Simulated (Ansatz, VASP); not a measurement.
**One calculation of HfO2, two programs**

```
Hf O
1.0
    -0.01416    2.58412    2.55883
     2.62339   -0.01418    2.55885
     2.57483    2.53558    0.03437
Hf O
1 2
Cartesian
  0.1509 2.6032 2.5698
  1.2922 1.3042 1.2749
  3.7621 3.7058 3.8734
```

Alike in both runs: task single point; functional PBE; k mesh 4 × 4 × 4; no spin polarisation.

|  | VASP | Ansatz |
| --- | --- | --- |
| version | VASP 6.6.1 | Ansatz 0.2.0 |
| potentials or method | VASP PAW PBE potentials, release 64 (Hf_pv, O), cutoff 520 eV | plane waves, PAW |
| occupations | gaussian, width 0.01 eV | fixed |
| valence electrons in the cell | 22 | 38 |

|  | VASP | Ansatz | Ansatz less VASP |
| --- | --- | --- | --- |
| pressure (GPa) | -0.2 | 3.0 | +3.16 |
| traceless stress, the component that is largest in VASP (GPa) | -6.16 | -6.51 | -0.351 |
| rms of the force components (eV/Å) | 1.287 | 1.312 | +0.0255 |

Atom by atom the forces differ by 0.031 eV/Å (rms over components). VASP's potentials hold 22 valence electrons a cell and Ansatz's 38, so a difference there can come from the potentials and not from the codes. Ansatz's warnings: stress scf threshold loose.

The k mesh is coarse, so the values compare programs but aren't converged. Neither program's run includes spin-orbit coupling.
